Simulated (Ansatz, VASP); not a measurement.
Two plane-wave programs on SnO

```
Sn O
1.0
     3.43888    0.00000    0.00000
     0.00000    5.67410    0.00000
     0.00000    0.00000    4.22197
Sn O
2 2
Direct
  0.00000 0.23191 0.51314
  0.50000 0.76809 0.01314
  0.00000 0.89125 0.73686
  0.50000 0.10875 0.23686
```

Change from the starting cell: strain +0.0250 x Voigt [1, 0, 0, 0, 0, 0], atoms carried along.

Alike in both runs: task single point; functional PBEsol; k mesh 8 × 6 × 6; occupations gaussian, width 0.05 eV; no spin polarisation.

```csv
,VASP,Ansatz
version,VASP 6.6.1,Ansatz 0.2.0
potentials or method,"VASP PAW PBE potentials, release 64 (Sn_d, O), cutoff 520 eV","scalar-relativistic, plane waves, PAW"
valence electrons in the cell,40,40
```

VASP gave:

```
gap on the k mesh at the Fermi level (eV)                     : 1.30
least direct gap on the mesh (eV)                             : 2.02
pressure (GPa)                                                : -4.7
traceless stress, the component that is largest in VASP (GPa) : -1.93
rms of the force components (eV/Å)                            : 0.274
```

Problem. What did Ansatz give for the same quantities?

Solution. gap on the k mesh at the Fermi level (eV): 1.31; least direct gap on the mesh (eV): 2.03; pressure (GPa): -4.9; traceless stress, the component that is largest in VASP (GPa): -1.96; rms of the force components (eV/Å): 0.305.

VASP's potentials were made for PBE, not for PBEsol. Atom by atom the forces differ by 0.031 eV/Å (rms over components).
